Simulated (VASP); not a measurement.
# GaTe3W (P4/mmm) in VASP: further runs

Runs on GaTe3W. Level: PBE. Tasks: single point, relaxation of cell and atoms.

Everything below comes from runs of VASP 6.6.1. Logs are shortened: lines on timing, memory, paths and dates and some standing lists are left out, and cuts for length are marked.

### 1 The cell of the first run

It takes space group P4/mmm (No. 123, tetragonal). Conventional cell: a = 3.810 Å, b = 3.810 Å, c = 8.906 Å, α = 90.00°, β = 90.00°, γ = 90.00°. Ga (site symmetry 4/mmm) has 4 W at 2.69 Å and 8 Te at 3.74 Å and 4 Ga at 3.81 Å within 3.9 Å. Within 3.4 Å of Te (site symmetry 4mm) lie 1 W at 2.59 Å and 4 Te at 3.27 Å. Te (site symmetry 4/mmm) has 12 Te at 3.27 to 3.81 Å and 2 Ga at 4.45 Å within 4.5 Å. W (site symmetry 4/mmm) has 2 Te at 2.59 Å and 4 Ga at 2.69 Å within 3.4 Å.

The cell was built from a structure type or drawn by symmetry, and may not be a known phase.

### 2 Single point, PBE

INCAR reads:

```
SYSTEM = GaTe3W
PREC = Accurate
ENCUT = 520
EDIFF = 1E-6
ISMEAR = 0
SIGMA = 0.1
LREAL = .FALSE.
LASPH = .TRUE.
NELM = 80
ALGO = Normal
ISIF = 2
LWAVE = .FALSE.
LCHARG = .FALSE.
GGA = PE
NBANDS = 30
```

KPOINTS reads:

```
regular mesh
0
G
  4 4 2
  0 0 0
```

POSCAR reads:

```
GaTe3W
1.0
    3.8097877785      0.0000000000      0.0000000000
    0.0000000000      3.8097877785      0.0000000000
    0.0000000000      0.0000000000      8.9060672110
Ga Te W
1 3 1
Direct
    0.5000000000      0.5000000000      0.0000000000
    0.0000000000      0.0000000000      0.2911830175
    0.0000000000      0.0000000000      0.7088169825
    0.5000000000      0.5000000000      0.5000000000
    0.0000000000      0.0000000000      0.0000000000
```

Potentials or basis: VASP PAW PBE potentials, release 64 (Ga_d, Te, W_sv).

Started as:

```sh
> cat potpaw_PBE.64/Ga_d/POTCAR potpaw_PBE.64/Te/POTCAR potpaw_PBE.64/W_sv/POTCAR > POTCAR
> mpirun -np 1 vasp_std > vasp.out
```

OUTCAR:

```text
SYSTEM = GaTe3W
   PREC = Accurate
   ENCUT = 520
   EDIFF = 1E-6
   ISMEAR = 0
   LREAL = .FALSE.
   LASPH = .TRUE.
   NELM = 80
   ISIF = 2
   GGA = PE

 ion  position               nearest neighbor table
   1  0.500  0.500  0.000-   5 2.69   5 2.69   5 2.69   5 2.69
   2  0.000  0.000  0.291-   5 2.59   4 3.27   4 3.27   4 3.27   4 3.27
   3  0.000  0.000  0.709-   5 2.59   4 3.27   4 3.27   4 3.27   4 3.27
   4  0.500  0.500  0.500-   2 3.27   3 3.27   2 3.27   3 3.27   2 3.27   3 3.27   2 3.27   3 3.27

   5  0.000  0.000  0.000-   2 2.59   3 2.59   1 2.69   1 2.69   1 2.69   1 2.69

  LATTYP: Found a simple tetragonal cell.
 ALAT       =     3.8097877785
 C/A-ratio  =     2.3376806607

  Lattice vectors:

 A1 = (   3.8097877785,   0.0000000000,   0.0000000000)
 A2 = (   0.0000000000,   3.8097877785,   0.0000000000)
 A3 = (   0.0000000000,   0.0000000000,   8.9060672110)

Analysis of symmetry for initial positions (statically):
=====================================================================
 Subroutine PRICEL returns:
 Original cell was already a primitive cell.

 Routine SETGRP: Setting up the symmetry group for a
 simple tetragonal supercell.

 Subroutine GETGRP returns: Found 16 space group operations
 (whereof 16 operations were pure point group operations)
 out of a pool of 16 trial point group operations.

The static configuration has the point symmetry D_4h.

Analysis of symmetry for dynamics (positions and initial velocities):
=====================================================================
 Subroutine PRICEL returns:
 Original cell was already a primitive cell.

 Routine SETGRP: Setting up the symmetry group for a
 simple tetragonal supercell.

 Subroutine GETGRP returns: Found 16 space group operations
 (whereof 16 operations were pure point group operations)
 out of a pool of 16 trial point group operations.

The dynamic configuration has the point symmetry D_4h.

 Subroutine INISYM returns: Found 16 space group operations
 (whereof 16 operations are pure point group operations),
 and found     1 'primitive' translations

----------------------------------------------------------------------------------------

                                     Primitive cell

  volume of cell :     129.2670

  direct lattice vectors                    reciprocal lattice vectors
     3.809787779  0.000000000  0.000000000     0.262481812  0.000000000  0.000000000
     0.000000000  3.809787779  0.000000000     0.000000000  0.262481812  0.000000000
     0.000000000  0.000000000  8.906067211     0.000000000  0.000000000  0.112283006

  length of vectors
     3.809787779  3.809787779  8.906067211     0.262481812  0.262481812  0.112283006

  position of ions in fractional coordinates (direct lattice)
     0.500000000  0.500000000  0.000000000
     0.000000000  0.000000000  0.291183018
     0.000000000  0.000000000  0.708816982
     0.500000000  0.500000000  0.500000000
     0.000000000  0.000000000  0.000000000

  ion indices of the primitive-cell ions
   primitive index   ion index
                 1           1
                 2           2
                 3           3
                 4           4
                 5           5

----------------------------------------------------------------------------------------

 KPOINTS: regular mesh

Automatic generation of k-mesh.
 Grid dimensions read from file:
 generate k-points for:    4    4    2

 Generating k-lattice:

  Cartesian coordinates                     Fractional coordinates (reciprocal lattice)
     0.065620453  0.000000000  0.000000000     0.250000000  0.000000000  0.000000000
     0.000000000  0.065620453  0.000000000     0.000000000  0.250000000  0.000000000
     0.000000000  0.000000000  0.056141503     0.000000000  0.000000000  0.500000000

  Length of vectors
     0.065620453  0.065620453  0.056141503

  Shift w.r.t. Gamma in fractional coordinates (k-lattice)
     0.000000000  0.000000000  0.000000000

 Subroutine IBZKPT returns following result:
 ===========================================

 Found     12 irreducible k-points:

 Following reciprocal coordinates:
            Coordinates               Weight
  0.000000  0.000000  0.000000      1.000000
  0.250000  0.000000  0.000000      4.000000
  0.500000  0.000000  0.000000      2.000000
  0.250000  0.250000  0.000000      4.000000
  0.500000  0.250000  0.000000      4.000000
  0.500000  0.500000  0.000000      1.000000
  0.000000  0.000000  0.500000      1.000000
  0.250000  0.000000  0.500000      4.000000
  0.500000  0.000000  0.500000      2.000000
  0.250000  0.250000  0.500000      4.000000
  0.500000  0.250000  0.500000      4.000000
  0.500000  0.500000  0.500000      1.000000
   k-points           NKPTS =     12   k-points in BZ     NKDIM =     12   number of bands    NBANDS=     30
   number of dos      NEDOS =    301   number of ions     NIONS =      5
   total plane-waves  NPLWV =  54880
   dimension x,y,z NGX =    28 NGY =   28 NGZ =   70
   dimension x,y,z NGXF=    56 NGYF=   56 NGZF=  140
   ions per type =               1   3   1
   NGX,Y,Z   is equivalent  to a cutoff of  12.22, 12.22, 13.07 a.u.
   NGXF,Y,Z  is equivalent  to a cutoff of  24.44, 24.44, 26.13 a.u.
 SYSTEM =  GaTe3W
   PREC   = accura    normal or accurate (medium, high low for compatibility)
   ISTART =      0    job   : 0-new  1-cont  2-samecut
   ICHARG =      2    charge: 1-file 2-atom 10-const
   ISPIN  =      1    spin polarized calculation?
   LNONCOLLINEAR =      F non collinear calculations
   LSORBIT =      F    spin-orbit coupling
   LASPH  =      T    aspherical Exc in radial PAW
   ENCUT  =  520.0 eV  38.22 Ry    6.18 a.u.   7.08  7.08 16.56*2*pi/ulx,y,z
   NELM   =     80;   NELMIN=  2; NELMDL= -5     # of ELM steps
   EDIFF  = 0.1E-05   stopping-criterion for ELM
   LREAL  =      F    real-space projection
   EDIFFG = 0.1E-04   stopping-criterion for IOM
   NSW    =      0    number of steps for IOM
   IBRION =     -1    ionic relax: 0-MD 1-quasi-New 2-CG
   NFREE  =      0    steps in history (QN), initial steepest desc. (CG)
   ISIF   =      2    stress and relaxation
   ISYM   =      2    0-nonsym 1-usesym 2-fastsym
   POTIM  = 0.5000    time-step for ionic-motion
   TEBEG  =    0.0;   TEEND  =   0.0 temperature during run
   PSTRESS=    0.0 pullay stress
   NELECT =      45.0000    total number of electrons
   NUPDOWN=      -1.0000    fix difference up-down
   EMIN   =  10.00;   EMAX   =-10.00  energy-range for DOS
   EFERMI =   0.00;   METHOD = LEGACY
   ISMEAR =     0;   SIGMA  =   0.10  broadening in eV -4-tet -1-fermi 0-gaus
   EFERMI_NEDOS =   21; number of points for ismear=-14 and -15
   IALGO  =     38    algorithm
   IMIX   =      4    mixing-type and parameters
     AMIX     =   0.40;   BMIX     =  1.00
     AMIX_MAG =   1.60;   BMIX_MAG =  1.00
  volume/ion in A,a.u.               =      25.85       174.47
  Fermi-wavevector in a.u.,A,eV,Ry     =   1.151639  2.176283 18.045042  1.326273
  Thomas-Fermi vector in A             =   2.288296
   LORBIT       =      0    0 simple, 1 ext, 2 COOP (PROOUT), +10 PAW based schemes
   GGA     = PE    functional components
   LHFCALC =     F    Hartree Fock is set to
   AEXX    =    0.0000 exact exchange contribution
   IVDW    =     0    specifies the selected vdW correction
   LEPSILON=     F    determine dielectric tensor
   LRPA    =     F    only Hartree local field effects (RPA)
 non-spin polarized calculation
 Gauss-broadening in eV      SIGMA  =   0.10
  energy-cutoff  :      520.00
  volume of cell :      129.27
 maximum number of plane-waves:      3506
   NGX = 15   NGY = 15   NGZ = 33

 number of electron      45.0000027 magnetization

 Free energy of the ion-electron system (eV)
  ---------------------------------------------------
  ext. energy  EPLUGINS =         0.00000000
  ---------------------------------------------------
  free energy    TOTEN  =       -23.15042920 eV

  energy without entropy =      -23.14263183  energy(sigma->0) =      -23.14653051

 E-fermi :   6.9649     XC(G=0): -10.2671

 val. band max:        6.9555103223   @ k =   0.0000   0.0000   0.5000
 cond. band min:       7.0107760895   @ k =   0.5000   0.5000   0.0000
 fundamental gap:      0.0552657672
 Fermi energy:         6.9649203083

 k-point     1 :       0.0000    0.0000    0.0000
  band No.  band energies     occupation
      1     -67.0045      2.00000
      2     -31.2380      2.00000
      3     -31.1919      2.00000
      4     -31.1919      2.00000
      5      -7.5441      2.00000
      6      -7.4649      2.00000
[... 22 lines left out ...]
     29      10.5419      0.00000
     30      10.6900      0.00000

 k-point     2 :       0.2500    0.0000    0.0000
  band No.  band energies     occupation
      1     -67.0043      2.00000
      2     -31.2369      2.00000
      3     -31.2061      2.00000
      4     -31.1911      2.00000
      5      -7.5277      2.00000
      6      -7.4658      2.00000
[... 22 lines left out ...]
     29      10.7608      0.00000
     30      12.4026      0.00000

 k-point     3 :       0.5000    0.0000    0.0000
  band No.  band energies     occupation
      1     -67.0041      2.00000
      2     -31.2359      2.00000
      3     -31.2204      2.00000
      4     -31.1904      2.00000
      5      -7.5126      2.00000
      6      -7.4716      2.00000
[... 22 lines left out ...]
     29      11.3335      0.00000
     30      11.9704      0.00000

 k-point     4 :       0.2500    0.2500    0.0000
  band No.  band energies     occupation
      1     -67.0041      2.00000
      2     -31.2358      2.00000
      3     -31.2054      2.00000
      4     -31.2040      2.00000
      5      -7.5244      2.00000
      6      -7.4670      2.00000
[... 220 lines left out ...]
     29      10.1500      0.00000
     30      12.4303      0.00000

 k-point    11 :       0.5000    0.2500    0.5000
  band No.  band energies     occupation
      1     -67.0038      2.00000
      2     -31.2348      2.00000
      3     -31.2183      2.00000
      4     -31.2033      2.00000
      5      -7.5156      2.00000
      6      -7.4731      2.00000
[... 22 lines left out ...]
     29      11.6288      0.00000
     30      12.1623      0.00000

 k-point    12 :       0.5000    0.5000    0.5000
  band No.  band energies     occupation
      1     -67.0035      2.00000
      2     -31.2337      2.00000
      3     -31.2162      2.00000
      4     -31.2162      2.00000
      5      -7.5194      2.00000
      6      -7.4744      2.00000
[... 22 lines left out ...]
     29       8.7514      0.00000
     30      10.9329      0.00000

------------------------ aborting loop because EDIFF is reached ----------------------------------------

  FORCE on cell =-STRESS in cart. coord.  units (eV):
  Direction    XX          YY          ZZ          XY          YZ          ZX
  --------------------------------------------------------------------------------------
  -------------------------------------------------------------------------------------
  Total       -0.0425808     -0.0425808     -0.1619880      0.0000000     -0.0000000      0.0000000
  in kB       -0.5277600     -0.5277600     -2.0077327      0.0000000     -0.0000000      0.0000000
  external PRESSURE =      -1.0210842 kB  Pullay stress =       0.0000000 kB

 VOLUME and BASIS-vectors are now :
 -----------------------------------------------------------------------------
  energy-cutoff  :      520.00
  volume of cell :      129.27
      direct lattice vectors                 reciprocal lattice vectors
     3.809787779  0.000000000  0.000000000     0.262481812  0.000000000  0.000000000
     0.000000000  3.809787779  0.000000000     0.000000000  0.262481812  0.000000000
     0.000000000  0.000000000  8.906067211     0.000000000  0.000000000  0.112283006

 POSITION                                       TOTAL-FORCE (eV/Angst)
 -----------------------------------------------------------------------------------
      1.90489      1.90489      0.00000         0.000000      0.000000      0.000000
      0.00000      0.00000      2.59330         0.000000     -0.000000      0.000611
      0.00000      0.00000      6.31277         0.000000      0.000000     -0.000611
      1.90489      1.90489      4.45303         0.000000      0.000000      0.000000
      0.00000      0.00000      0.00000         0.000000      0.000000      0.000000
 -----------------------------------------------------------------------------------
    total drift:                                0.000000      0.000000     -0.000000

  FREE ENERGIE OF THE ION-ELECTRON SYSTEM (eV)
  ---------------------------------------------------
  free  energy   TOTEN  =       -23.1504291965 eV

  energy  without entropy=      -23.1426318306  energy(sigma->0) =      -23.14653051
```

It took 41 s on 1 thread of Intel Xeon Platinum 8259CL at 2.50GHz (Skylake/Cascade Lake), shared host; peak memory 0.24 GiB.

Results:

```yaml
Free_energy: -23.1504 eV
Pressure: -0.1 GPa
Band_gap_on_the_k_mesh: zero (an odd number of electrons rules out a gap without spin polarisation)
```

Stress tensor (GPa, compression positive):
```
-0.05  0.00  0.00
 0.00 -0.05  0.00
 0.00  0.00 -0.20
```

Caveat: the k points lie up to 0.41 Å⁻¹ apart, too coarse for converged energies and pressures of a metal; spin-orbit coupling is left out, which moves the levels of the heavy elements.

[end of part 1 of 2]
